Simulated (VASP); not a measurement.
SnO, 4 atoms in the cell. It takes space group P4/nmm (No. 129, tetragonal). Conventional cell: a = 3.864 Å, b = 3.864 Å, c = 4.951 Å, α = 90.00°, β = 90.00°, γ = 90.00°. Within 3.0 Å of Sn (site symmetry 4mm) lie 4 O at 2.26 Å. O (site symmetry -4m2) has 4 Sn at 2.26 Å and 4 O at 2.73 Å within 3.0 Å. 

```yaml
Program: VASP 6.6.1
Task: single point
Functional: SVWN5
Potentials_or_basis: VASP PAW PBE potentials, release 64 (Sn_d, O)
Cutoff: 520 eV
k_mesh: 7 × 7 × 6
Occupations: fermi-dirac, width 0.05 eV
Spin: no spin polarisation
Dipole_correction: no
Further_INCAR_settings: ALGO = Normal; EDIFF = 1e-06; NBANDS = 28
```

Potentials or basis: VASP PAW PBE potentials, release 64 (Sn_d, O).

The run is started by

```sh
$ cat potpaw_PBE.64/Sn_d/POTCAR potpaw_PBE.64/O/POTCAR > POTCAR
$ mpirun -np 1 vasp_std > vasp.out
```

Hardware: 1 thread of Intel(R) Xeon(R) 6975P-C (Granite Rapids) (shared host).

**Question.** How long does it take, and how much memory?

**Answer.** Wall time 33 s on 1 thread of Intel(R) Xeon(R) 6975P-C (Granite Rapids), with other jobs on the host, peak memory 0.2 GiB. Counts: scf iterations 14, k points 40.
